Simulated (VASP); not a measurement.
# Ag (I4/mmm) in VASP: notebook

Ag is run at these levels: PBE; tasks: single point.

Program: VASP 6.6.1. These are calculated values, not measurements. Logs are shortened: lines on timing, memory, paths and dates and some standing lists are left out, and cuts for length are marked.

### Step 1. The cell of the first run

Symmetry: I4/mmm, No. 139, tetragonal system. The conventional cell has a = 2.860 Å, b = 2.860 Å, c = 4.086 Å, α = 90.00°, β = 90.00°, γ = 90.00°. Ag (site symmetry 4/mmm) has 12 Ag at 2.86 to 2.87 Å within 3.8 Å.

### Step 2. Single point, PBE (equal xx and yy strain of -1 %)

The input, INCAR:

```
  PREC = Accurate
  ENCUT = 520
  EDIFF = 1E-6
  ISMEAR = -1
  SIGMA = 0.05
  LREAL = False
  LASPH = True
  NELM = 80
  ALGO = Normal
  ISIF = 2
  LWAVE = False
  LCHARG = False
  GGA = PE
  NBANDS = 12
```

The input, KPOINTS:

```
Automatic mesh
0
Gamma
  15 15 15
```

The input, POSCAR:

```
Ag
1.0
    0.0000000000      2.0226690000      2.0431000000
    2.0226690000      0.0000000000      2.0431000000
    2.0226690000      2.0226690000      0.0000000000
Ag
1
Direct
    0.0000000000      0.0000000000      0.0000000000
```

Potentials or basis: VASP PAW PBE potentials, release 64 (Ag).

Started as:

```
> cat potpaw_PBE.64/Ag/POTCAR > POTCAR
> mpirun -np 1 vasp_std > vasp.out
```

OUTCAR:

```text
PREC = Accurate
   ENCUT = 520
   EDIFF = 1E-6
   ISMEAR = -1
   LREAL = False
   LASPH = True
   NELM = 80
   ISIF = 2
   GGA = PE

 ion  position               nearest neighbor table
   1  0.000  0.000  0.000-

  LATTYP: Found a body centered tetragonal cell.
 ALAT       =     2.8604859320
 C/A-ratio  =     1.4284985479

  Lattice vectors:

 A1 = (  -2.0226690000,   0.0000000000,   2.0431000000)
 A2 = (   2.0226690000,   0.0000000000,   2.0431000000)
 A3 = (   0.0000000000,   2.0226690000,  -2.0431000000)

Analysis of symmetry for initial positions (statically):
=====================================================================
 Subroutine PRICEL returns:
 Original cell was already a primitive cell.

 Routine SETGRP: Setting up the symmetry group for a
 body centered tetragonal supercell.

 Subroutine GETGRP returns: Found 16 space group operations
 (whereof 16 operations were pure point group operations)
 out of a pool of 16 trial point group operations.

The static configuration has the point symmetry D_4h.

Analysis of symmetry for dynamics (positions and initial velocities):
=====================================================================
 Subroutine PRICEL returns:
 Original cell was already a primitive cell.

 Routine SETGRP: Setting up the symmetry group for a
 body centered tetragonal supercell.

 Subroutine GETGRP returns: Found 16 space group operations
 (whereof 16 operations were pure point group operations)
 out of a pool of 16 trial point group operations.

The dynamic configuration has the point symmetry D_4h.

 Subroutine INISYM returns: Found 16 space group operations
 (whereof 16 operations are pure point group operations),
 and found     1 'primitive' translations

----------------------------------------------------------------------------------------

                                     Primitive cell

  volume of cell :      16.7174

  direct lattice vectors                    reciprocal lattice vectors
     0.000000000  2.022669000  2.043100000    -0.247198133  0.247198133  0.244726151
     2.022669000  0.000000000  2.043100000     0.247198133 -0.247198133  0.244726151
     2.022669000  2.022669000  0.000000000     0.247198133  0.247198133 -0.244726151

  length of vectors
     2.874969129  2.874969129  2.860485932     0.426737300  0.426737300  0.426737300

[... 83 lines left out ...]
   NFREE  =      0    steps in history (QN), initial steepest desc. (CG)
   ISIF   =      2    stress and relaxation
   ISYM   =      2    0-nonsym 1-usesym 2-fastsym
   POTIM  = 0.5000    time-step for ionic-motion
   TEBEG  =    0.0;   TEEND  =   0.0 temperature during run
   PSTRESS=    0.0 pullay stress
   NELECT =      11.0000    total number of electrons
   NUPDOWN=      -1.0000    fix difference up-down
   EMIN   =  10.00;   EMAX   =-10.00  energy-range for DOS
   EFERMI =   0.00;   METHOD = LEGACY
   ISMEAR =    -1;   SIGMA  =   0.05  broadening in eV -4-tet -1-fermi 0-gaus
   EFERMI_NEDOS =   21; number of points for ismear=-14 and -15
   IALGO  =     38    algorithm
   IMIX   =      4    mixing-type and parameters
     AMIX     =   0.40;   BMIX     =  1.00
     AMIX_MAG =   1.60;   BMIX_MAG =  1.00
  volume/ion in A,a.u.               =      16.72       112.81
  Fermi-wavevector in a.u.,A,eV,Ry     =   1.423910  2.690800 27.586093  2.027521
  Thomas-Fermi vector in A             =   2.544458
   LORBIT       =      0    0 simple, 1 ext, 2 COOP (PROOUT), +10 PAW based schemes
   GGA     = PE    functional components
   LHFCALC =     F    Hartree Fock is set to
   AEXX    =    0.0000 exact exchange contribution
   IVDW    =     0    specifies the selected vdW correction
   LEPSILON=     F    determine dielectric tensor
   LRPA    =     F    only Hartree local field effects (RPA)
 non-spin polarized calculation
  energy-cutoff  :      520.00
  volume of cell :       16.72
 maximum number of plane-waves:       463
 NGX is ok and might be reduce to    24
   NGX = 11   NGY = 11   NGZ = 11

 number of electron      11.0000001 magnetization

 Free energy of the ion-electron system (eV)
  ---------------------------------------------------
  ext. energy  EPLUGINS =         0.00000000
  ---------------------------------------------------
  free energy    TOTEN  =        -2.69290283 eV

  energy without entropy =       -2.68952408  energy(sigma->0) =       -2.69121345

 E-fermi :   8.8623     XC(G=0): -12.3289

 val. band max:        8.8455394760   @ k =  -0.3333   0.0000   0.2000
 cond. band min:       8.8705950775   @ k =   0.4667   0.2667   0.0000
 fundamental gap:      0.0250556015
 Fermi energy:         8.8623238086

 k-point     1 :       0.0000    0.0000    0.0000
  band No.  band energies     occupation
      1       0.7930      2.00000
      2       3.7796      2.00000
      3       3.8458      2.00000
      4       3.8458      2.00000
      5       4.8596      2.00000
      6       4.9273      2.00000
      7      24.7749      0.00000
      8      28.3743      0.00000
      9      28.5166      0.00000
     10      28.5166      0.00000
     11      33.3256      0.00000
     12      34.5563      0.00000
[... 331 lines left out ...]
 k-point    24 :       0.2000    0.1333    0.0000
  band No.  band energies     occupation
      1       1.9321      2.00000
      2       3.3862      2.00000
      3       4.1971      2.00000
      4       4.2503      2.00000
      5       4.6188      2.00000
      6       5.1136      2.00000
      7      24.0067      0.00000
      8      25.5222      0.00000
      9      26.0465      0.00000
     10      27.4185      0.00000
     11      31.0605      0.00000
     12      34.2606      0.00000

 [... further k-points ...]

------------------------ aborting loop because EDIFF is reached ----------------------------------------

  FORCE on cell =-STRESS in cart. coord.  units (eV):
  Direction    XX          YY          ZZ          XY          YZ          ZX
  --------------------------------------------------------------------------------------
  -------------------------------------------------------------------------------------
  Total        0.7221051      0.7221051      0.7035450      0.0000000      0.0000000     -0.0000000
  in kB       69.2056844     69.2056844     67.4269041      0.0000000      0.0000000     -0.0000000
  external PRESSURE =      68.6127576 kB  Pullay stress =       0.0000000 kB

 VOLUME and BASIS-vectors are now :
 -----------------------------------------------------------------------------
  energy-cutoff  :      520.00
  volume of cell :       16.72
      direct lattice vectors                 reciprocal lattice vectors
     0.000000000  2.022669000  2.043100000    -0.247198133  0.247198133  0.244726151
     2.022669000  0.000000000  2.043100000     0.247198133 -0.247198133  0.244726151
     2.022669000  2.022669000  0.000000000     0.247198133  0.247198133 -0.244726151

 POSITION                                       TOTAL-FORCE (eV/Angst)
 -----------------------------------------------------------------------------------
      0.00000      0.00000      0.00000         0.000000      0.000000      0.000000
 -----------------------------------------------------------------------------------
    total drift:                               -0.000000      0.000000     -0.000000

  FREE ENERGIE OF THE ION-ELECTRON SYSTEM (eV)
  ---------------------------------------------------
  free  energy   TOTEN  =        -2.6929028257 eV

  energy  without entropy=       -2.6895240756  energy(sigma->0) =       -2.69121345
```

OSZICAR:

```text
N       E                     dE             d eps       ncg     rms          rms(c)
DAV:   1     0.522169519036E+02    0.52217E+02   -0.55584E+03  6960   0.834E+02
DAV:   2    -0.212156469436E+01   -0.54339E+02   -0.51515E+02  7968   0.195E+02
DAV:   3    -0.295503213262E+01   -0.83347E+00   -0.83300E+00  8204   0.253E+01
DAV:   4    -0.295744441631E+01   -0.24123E-02   -0.24122E-02  7988   0.144E+00
DAV:   5    -0.295746246309E+01   -0.18047E-04   -0.18047E-04  8292   0.112E-01    0.552E+00
DAV:   6    -0.270528807994E+01    0.25217E+00   -0.96477E-01  7616   0.885E+00    0.353E+00
DAV:   7    -0.269605958244E+01    0.92285E-02   -0.11602E-02  8032   0.101E+00    0.197E+00
DAV:   8    -0.269289204529E+01    0.31675E-02   -0.70047E-04  7876   0.192E-01    0.989E-02
DAV:   9    -0.269289796459E+01   -0.59193E-05   -0.84888E-06  7996   0.223E-02    0.265E-02
DAV:  10    -0.269290333663E+01   -0.53720E-05   -0.39788E-06  7996   0.185E-02    0.636E-03
DAV:  11    -0.269290282568E+01    0.51095E-06   -0.92320E-08  4388   0.257E-03
   1 F= -.26929028E+01 E0= -.26912135E+01  d E =-.337875E-02
```

It took 15 s on 1 thread of Intel Xeon 6975P-C (Granite Rapids), shared host; peak memory 0.18 GiB.

What came out:

- Free energy: -2.6929 eV
- Pressure: 6.9 GPa
- Band gap on the k mesh: zero (an odd number of electrons rules out a gap without spin polarisation)

Caveat: the cell differs from its parent crystal (equal xx and yy strain of -1 %); the cell stands under pressure.

### Step 3. Single point, PBE (zz strain of -1 %)

The input, INCAR:

```
SYSTEM = Ag
  PREC = Accurate
  ENCUT = 520
  EDIFF = 1E-6
  ISMEAR = -1
  SIGMA = 0.05
  LREAL = .False.
  LASPH = .True.
  NELM = 60
  ALGO = Normal
  ISIF = 2
  LWAVE = .False.
  LCHARG = .False.
  GGA = PE
  NBANDS = 12
```

The input, KPOINTS:

```
Automatic mesh
0
Gamma
  15 15 15
  0 0 0
```

The input, POSCAR:

```
Ag
1.0
    0.0000000000      2.0431000000      2.0226690000
    2.0431000000      0.0000000000      2.0226690000
    2.0431000000      2.0431000000      0.0000000000
Ag
1
Direct
    0.0000000000      0.0000000000      0.0000000000
```

Potentials or basis: VASP PAW PBE potentials, release 64 (Ag).

Started as:

```
> cat potpaw_PBE.64/Ag/POTCAR > POTCAR
> mpirun -np 1 vasp_std > vasp.out
```

Run time: 15 s. Hardware: 1 thread of Intel Xeon 6975P-C (Granite Rapids), shared host; peak memory 0.18 GiB.

It converged, with:

```
Free energy            : -2.6996 eV
Pressure               : 5.6 GPa
Band gap on the k mesh : zero (an odd number of electrons rules out a gap without spin polarisation)
```

Levels at points of the mesh, in eV from the Fermi level:
```csv
k point,band 2,band 3,band 4,band 5,band 6,band 7,band 8,band 9,band 10,band 11
"(0.00, 0.00, 0.00)",-5.02,-5.02,-4.95,-3.98,-3.91,15.90,19.48,19.48,19.62,24.36
```

Caveat: the cell differs from its parent crystal (zz strain of -1 %); the cell stands under pressure.

(Continued in part 2 of 2.)
